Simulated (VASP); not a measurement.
# Mo (Cmce) in VASP: single point with PBEsol

Aim: the single point of Mo with PBEsol.

Everything below comes from runs of VASP 6.6.1. Logs are shortened: lines on timing, memory, paths and dates and some standing lists are left out, and cuts for length are marked.

### 1 The cell of the first run

It takes space group Cmce (No. 64, orthorhombic). The conventional cell has a = 4.290 Å, b = 7.270 Å, c = 4.295 Å, α = 90.00°, β = 90.00°, γ = 90.00°. Within 3.1 Å of Mo (site symmetry m) lie 7 Mo at 2.32 to 2.66 Å.

### 2 Single point, PBEsol

File INCAR:

```
SYSTEM = Mo
  PREC = Accurate
  ENCUT = 520
  EDIFF = 1E-7
  ISMEAR = 0
  SIGMA = 0.1
  LREAL = .False.
  LASPH = .True.
  NELM = 80
  ALGO = Normal
  ISIF = 2
  LWAVE = .False.
  LCHARG = .False.
  GGA = PS
  NBANDS = 36
```

File KPOINTS:

```
Automatic mesh
0
Gamma
  6 6 4
  0 0 0
```

File POSCAR:

```
Mo
1.0
    2.1447590161     -3.6349687911      0.0000000000
    2.1447590161      3.6349687911      0.0000000000
    0.0000000000      0.0000000000      4.2952238224
Mo
4
Direct
    0.1525000000      0.8475000000      0.0785000000
    0.6525000000      0.3475000000      0.4215000000
    0.8475000000      0.1525000000      0.9215000000
    0.3475000000      0.6525000000      0.5785000000
```

Potentials or basis: VASP PAW PBE potentials, release 64 (Mo_sv).

The run is started by

```sh
$ cat potpaw_PBE.64/Mo_sv/POTCAR > POTCAR
$ mpirun -np 1 vasp_std > vasp.out
```

OUTCAR:

```text
SYSTEM = Mo
   PREC = Accurate
   ENCUT = 520
   EDIFF = 1E-7
   ISMEAR = 0
   LREAL = .False.
   LASPH = .True.
   NELM = 80
   ISIF = 2
   GGA = PS

 ion  position               nearest neighbor table
   1  0.153  0.847  0.078-   3 2.32   4 2.57   4 2.57   2 2.60   2 2.60   3 2.66   3 2.66
   2  0.653  0.347  0.422-   4 2.32   3 2.57   3 2.57   1 2.60   1 2.60   4 2.66   4 2.66
   3  0.847  0.153  0.922-   1 2.32   2 2.57   2 2.57   4 2.60   4 2.60   1 2.66   1 2.66
   4  0.347  0.653  0.578-   2 2.32   1 2.57   1 2.57   3 2.60   3 2.60   2 2.66   2 2.66

  LATTYP: Found a base centered orthorhombic cell.
 ALAT       =     4.2895180322
 B/A-ratio  =     1.6948145520
 C/A-ratio  =     1.0013301705

  Lattice vectors:

 A1 = (   2.1447590161,  -3.6349687911,   0.0000000000)
 A2 = (   2.1447590161,   3.6349687911,   0.0000000000)
 A3 = (   0.0000000000,   0.0000000000,   4.2952238224)

Analysis of symmetry for initial positions (statically):
=====================================================================
 Subroutine PRICEL returns:
 Original cell was already a primitive cell.

 Routine SETGRP: Setting up the symmetry group for a
 base centered orthorhombic supercell.

 Subroutine GETGRP returns: Found  8 space group operations
 (whereof  4 operations were pure point group operations)
 out of a pool of  8 trial point group operations.

The static configuration has the point symmetry C_2h.
 The point group associated with its full space group is D_2h.

Analysis of symmetry for dynamics (positions and initial velocities):
=====================================================================
 Subroutine PRICEL returns:
 Original cell was already a primitive cell.

 Routine SETGRP: Setting up the symmetry group for a
 base centered orthorhombic supercell.

 Subroutine GETGRP returns: Found  8 space group operations
 (whereof  4 operations were pure point group operations)
 out of a pool of  8 trial point group operations.

The dynamic configuration has the point symmetry C_2h.
 The point group associated with its full space group is D_2h.

 Subroutine INISYM returns: Found  8 space group operations
 (whereof  4 operations are pure point group operations),
 and found     1 'primitive' translations

----------------------------------------------------------------------------------------

                                     Primitive cell

  volume of cell :      66.9723

  direct lattice vectors                    reciprocal lattice vectors
     2.144759016 -3.634968791  0.000000000     0.233126424 -0.137552763  0.000000000
     2.144759016  3.634968791  0.000000000     0.233126424  0.137552763  0.000000000
     0.000000000  0.000000000  4.295223822     0.000000000  0.000000000  0.232816738

  length of vectors
     4.220543727  4.220543727  4.295223822     0.270681902  0.270681902  0.232816738

  position of ions in fractional coordinates (direct lattice)
     0.152500000  0.847500000  0.078500000
     0.652500000  0.347500000  0.421500000
     0.847500000  0.152500000  0.921500000
     0.347500000  0.652500000  0.578500000

  ion indices of the primitive-cell ions
   primitive index   ion index
                 1           1
                 2           2
                 3           3
                 4           4

----------------------------------------------------------------------------------------

 KPOINTS: Automatic mesh

Automatic generation of k-mesh.
 Grid dimensions read from file:
 generate k-points for:    6    6    4

 Generating k-lattice:

  Cartesian coordinates                     Fractional coordinates (reciprocal lattice)
     0.038854404 -0.022925460  0.000000000     0.166666667  0.000000000  0.000000000
     0.038854404  0.022925460  0.000000000     0.000000000  0.166666667  0.000000000
     0.000000000  0.000000000  0.058204185     0.000000000  0.000000000  0.250000000

  Length of vectors
     0.045113650  0.045113650  0.058204185

  Shift w.r.t. Gamma in fractional coordinates (k-lattice)
     0.000000000  0.000000000  0.000000000

 Subroutine IBZKPT returns following result:
 ===========================================

 Found     39 irreducible k-points:

 Following reciprocal coordinates:
            Coordinates               Weight
  0.000000  0.000000  0.000000      1.000000
  0.166667 -0.000000  0.000000      4.000000
  0.333333  0.000000  0.000000      4.000000
  0.500000  0.000000  0.000000      2.000000
  0.166667  0.166667  0.000000      2.000000
  0.333333  0.166667  0.000000      4.000000
[... 16 lines left out ...]
  0.333333  0.333333  0.250000      4.000000
  0.500000  0.333333  0.250000      8.000000
 [... further k-points ...]
   k-points           NKPTS =     39   k-points in BZ     NKDIM =     39   number of bands    NBANDS=     36
   number of dos      NEDOS =    301   number of ions     NIONS =      4
   total plane-waves  NPLWV =  32768
   dimension x,y,z NGX =    32 NGY =   32 NGZ =   32
   dimension x,y,z NGXF=    64 NGYF=   64 NGZF=   64
   ions per type =               4
   NGX,Y,Z   is equivalent  to a cutoff of  12.60, 12.60, 12.39 a.u.
   NGXF,Y,Z  is equivalent  to a cutoff of  25.21, 25.21, 24.77 a.u.
 SYSTEM =  Mo
   PREC   = accura    normal or accurate (medium, high low for compatibility)
   ISTART =      0    job   : 0-new  1-cont  2-samecut
   ICHARG =      2    charge: 1-file 2-atom 10-const
   ISPIN  =      1    spin polarized calculation?
   LNONCOLLINEAR =      F non collinear calculations
   LSORBIT =      F    spin-orbit coupling
   LASPH  =      T    aspherical Exc in radial PAW
   ENCUT  =  520.0 eV  38.22 Ry    6.18 a.u.   7.85  7.85  7.99*2*pi/ulx,y,z
   NELM   =     80;   NELMIN=  2; NELMDL= -5     # of ELM steps
   EDIFF  = 0.1E-06   stopping-criterion for ELM
   LREAL  =      F    real-space projection
   EDIFFG = 0.1E-05   stopping-criterion for IOM
   NSW    =      0    number of steps for IOM
   IBRION =     -1    ionic relax: 0-MD 1-quasi-New 2-CG
   NFREE  =      0    steps in history (QN), initial steepest desc. (CG)
   ISIF   =      2    stress and relaxation
   ISYM   =      2    0-nonsym 1-usesym 2-fastsym
   POTIM  = 0.5000    time-step for ionic-motion
   TEBEG  =    0.0;   TEEND  =   0.0 temperature during run
   PSTRESS=    0.0 pullay stress
   NELECT =      56.0000    total number of electrons
   NUPDOWN=      -1.0000    fix difference up-down
   EMIN   =  10.00;   EMAX   =-10.00  energy-range for DOS
   EFERMI =   0.00;   METHOD = LEGACY
   ISMEAR =     0;   SIGMA  =   0.10  broadening in eV -4-tet -1-fermi 0-gaus
   EFERMI_NEDOS =   21; number of points for ismear=-14 and -15
   IALGO  =     38    algorithm
   IMIX   =      4    mixing-type and parameters
     AMIX     =   0.40;   BMIX     =  1.00
     AMIX_MAG =   1.60;   BMIX_MAG =  1.00
  volume/ion in A,a.u.               =      16.74       112.99
  Fermi-wavevector in a.u.,A,eV,Ry     =   1.542313  2.914549 32.364577  2.378729
  Thomas-Fermi vector in A             =   2.648135
   LORBIT       =      0    0 simple, 1 ext, 2 COOP (PROOUT), +10 PAW based schemes
   GGA     = PS    functional components
   LHFCALC =     F    Hartree Fock is set to
   AEXX    =    0.0000 exact exchange contribution
   IVDW    =     0    specifies the selected vdW correction
   LEPSILON=     F    determine dielectric tensor
   LRPA    =     F    only Hartree local field effects (RPA)
 non-spin polarized calculation
 Gauss-broadening in eV      SIGMA  =   0.10
  energy-cutoff  :      520.00
  volume of cell :       66.97
 maximum number of plane-waves:      1820
   NGX = 15   NGY = 15   NGZ = 15

 number of electron      56.0000005 magnetization

 Free energy of the ion-electron system (eV)
  ---------------------------------------------------
  ext. energy  EPLUGINS =         0.00000000
  ---------------------------------------------------
  free energy    TOTEN  =       -42.06776465 eV

  energy without entropy =      -42.05067537  energy(sigma->0) =      -42.05922001

 E-fermi :  11.0098     XC(G=0): -12.8958

 val. band max:       10.9952625693   @ k =   0.0000   0.0000   0.5000
 cond. band min:      11.0146748954   @ k =   0.3333   0.0000   0.2500
 fundamental gap:      0.0194123261
 Fermi energy:        11.0098447581

 k-point     1 :       0.0000    0.0000    0.0000
  band No.  band energies     occupation
      1     -49.7464      2.00000
      2     -49.3338      2.00000
      3     -49.0791      2.00000
      4     -49.0573      2.00000
      5     -24.7920      2.00000
      6     -24.3124      2.00000
[... 28 lines left out ...]
     35      15.0917      0.00000
     36      15.7405      0.00000

 k-point     2 :       0.1667   -0.0000    0.0000
  band No.  band energies     occupation
      1     -49.7126      2.00000
      2     -49.3443      2.00000
      3     -49.0960      2.00000
      4     -49.0661      2.00000
      5     -24.7711      2.00000
      6     -24.3466      2.00000
[... 28 lines left out ...]
     35      14.9803      0.00000
     36      15.4081      0.00000

 k-point     3 :       0.3333    0.0000    0.0000
  band No.  band energies     occupation
      1     -49.6210      2.00000
      2     -49.3952      2.00000
      3     -49.1193      2.00000
      4     -49.0888      2.00000
      5     -24.7021      2.00000
      6     -24.4468      2.00000
[... 28 lines left out ...]
     35      14.1141      0.00000
     36      15.4475      0.00000

 k-point     4 :       0.5000    0.0000    0.0000
  band No.  band energies     occupation
      1     -49.5001      2.00000
      2     -49.5001      2.00000
      3     -49.1133      2.00000
      4     -49.1133      2.00000
      5     -24.5835      2.00000
      6     -24.5835      2.00000
[... 28 lines left out ...]
     35      14.1163      0.00000
     36      14.1163      0.00000

 k-point     5 :       0.1667    0.1667    0.0000
  band No.  band energies     occupation
      1     -49.6606      2.00000
      2     -49.3457      2.00000
      3     -49.1702      2.00000
      4     -49.0461      2.00000
      5     -24.7506      2.00000
      6     -24.3852      2.00000
[... 655 lines left out ...]
 k-point    22 :      -0.1667    0.1667    0.2500
  band No.  band energies     occupation
      1     -49.6551      2.00000
      2     -49.4085      2.00000
      3     -49.0986      2.00000
      4     -49.0590      2.00000
      5     -24.7281      2.00000
      6     -24.5226      2.00000
[... 28 lines left out ...]
     35      14.8282      0.00000
     36      15.6160      0.00000

 k-point    23 :       0.3333    0.3333    0.2500
  band No.  band energies     occupation
      1     -49.4746      2.00000
      2     -49.3907      2.00000
      3     -49.2957      2.00000
      4     -49.0694      2.00000
      5     -24.7129      2.00000
      6     -24.6396      2.00000
[... 28 lines left out ...]
     35      14.7568      0.00000
     36      14.8941      0.00000

 k-point    24 :       0.5000    0.3333    0.2500
  band No.  band energies     occupation
      1     -49.4746      2.00000
      2     -49.4127      2.00000
      3     -49.2764      2.00000
      4     -49.0664      2.00000
      5     -24.6225      2.00000
      6     -24.6046      2.00000
[... 28 lines left out ...]
     35      14.5644      0.00000
     36      14.9679      0.00000

 [... further k-points ...]

------------------------ aborting loop because EDIFF is reached ----------------------------------------

  FORCE on cell =-STRESS in cart. coord.  units (eV):
  Direction    XX          YY          ZZ          XY          YZ          ZX
  --------------------------------------------------------------------------------------
  -------------------------------------------------------------------------------------
  Total        6.2801788     12.0952132      4.9588545      0.0000000      0.0000000      0.0000000
  in kB      150.2407026    289.3537578    118.6306651      0.0000000      0.0000000      0.0000000
  external PRESSURE =     186.0750418 kB  Pullay stress =       0.0000000 kB

 VOLUME and BASIS-vectors are now :
 -----------------------------------------------------------------------------
  energy-cutoff  :      520.00
  volume of cell :       66.97
      direct lattice vectors                 reciprocal lattice vectors
     2.144759016 -3.634968791  0.000000000     0.233126424 -0.137552763  0.000000000
     2.144759016  3.634968791  0.000000000     0.233126424  0.137552763  0.000000000
     0.000000000  0.000000000  4.295223822     0.000000000  0.000000000  0.232816738

 POSITION                                       TOTAL-FORCE (eV/Angst)
 -----------------------------------------------------------------------------------
      2.14476      2.52630      0.33718         0.000000     -0.953308     -0.586983
      2.14476     -1.10867      1.81044         0.000000     -0.953308      0.586983
      2.14476     -2.52630      3.95805         0.000000      0.953308      0.586983
      2.14476      1.10867      2.48479         0.000000      0.953308     -0.586983
 -----------------------------------------------------------------------------------
    total drift:                               -0.000000     -0.000000     -0.000000

  FREE ENERGIE OF THE ION-ELECTRON SYSTEM (eV)
  ---------------------------------------------------
  free  energy   TOTEN  =       -42.0677646473 eV

  energy  without entropy=      -42.0506753714  energy(sigma->0) =      -42.05922001
```

It took 100 s on 1 thread of Intel Xeon 8259CL, shared host; peak memory 0.21 GiB.

What came out:

```
Free energy            : -42.0678 eV
Pressure               : 18.6 GPa
Largest force          : 1.120 eV/Å
Band gap on the k mesh : zero (bands 28 and 29 overlap by 0.59 eV)
```

Forces in eV/Å, atoms in the order of the input:
```
Mo   0.000 -0.953 -0.587
Mo   0.000 -0.953  0.587
Mo   0.000  0.953  0.587
Mo   0.000  0.953 -0.587
```

Levels at points of the mesh, in eV from the Fermi level:
| k point | band 26 | band 27 | band 28 | band 29 | band 30 | band 31 |
| --- | --- | --- | --- | --- | --- | --- |
| (0.00, 0.00, 0.00) | -1.44 | -0.21 | -0.08 | 0.32 | 0.61 | 1.14 |
| (0.50, 0.00, 0.00) | -2.25 | -0.44 | -0.44 | 0.53 | 0.53 | 2.08 |
| (0.50, 0.50, 0.00) | -0.63 | -0.42 | 0.20 | 0.25 | 1.33 | 1.59 |
| (0.00, 0.00, 0.50) | -1.26 | -0.01 | -0.01 | 0.12 | 0.12 | 0.72 |
| (0.50, 0.00, 0.50) | -0.95 | -0.90 | -0.90 | 1.17 | 1.17 | 1.89 |
| (0.50, 0.50, 0.50) | -1.68 | -1.02 | -1.02 | 0.57 | 0.57 | 1.30 |

Caveat: the k points lie up to 0.37 Å⁻¹ apart, too coarse for converged energies and pressures of a metal; the PAW data sets were made with another functional, which shifts forces and pressure a little.
